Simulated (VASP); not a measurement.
Crystal: Co.

```
CELL_PARAMETERS angstrom
0.00000 2.31372 2.31372
2.31372 0.00000 2.31372
2.31372 2.31372 0.00000
ATOMIC_POSITIONS crystal
Co 0.50000 0.50000 0.50000
Co 0.75000 0.75000 0.75000
```

This isn't the form of Co at room conditions, which is hcp.

| Property | Result |
| --- | --- |
| Program | VASP 6.6.1 |
| Task | relaxation of cell and atoms |
| Functional | PBE |
| Potentials or basis | VASP PAW PBE potentials, release 64 (Co_sv) |
| Cutoff | 690 eV |
| k mesh | 6 × 6 × 6 |
| Occupations | gaussian, width 0.1 eV |
| Spin | no spin polarisation |

At the start: pressure 36.1 GPa; volume 12.39 Å³/atom.

Task: Where does the relaxation end?

Result: Over 4 steps the energy falls by 217.8 meV/atom and the volume is 14.65 Å³/atom (+18.3 %); space group Fd-3m (No. 227, to 0.1 Å) before and after.

Step by step:
```
step  energy change (eV)  largest force (eV/Å)  pressure (GPa)  volume (Å³)
   1              0.0000                0.0000           36.08        24.77
   2              0.0684                0.0000          -18.79        36.18
   3             -0.4349                0.0000           -1.01        29.46
   4             -0.4355                0.0000           -0.19        29.30
```

Final structure:
```
Co
1.0
     0.00000    2.44688    2.44688
     2.44688    0.00000    2.44688
     2.44688    2.44688    0.00000
Co
2
Direct
  0.50000 0.50000 0.50000
  0.75000 0.75000 0.75000
```

Caveat: the k points lie up to 0.37 Å⁻¹ apart in the final cell, too coarse for converged energies and pressures of a metal; the volume moved by over 15 % at a fixed basis, so the end points are rough; the run has no spin polarisation, though such a crystal can be magnetic.
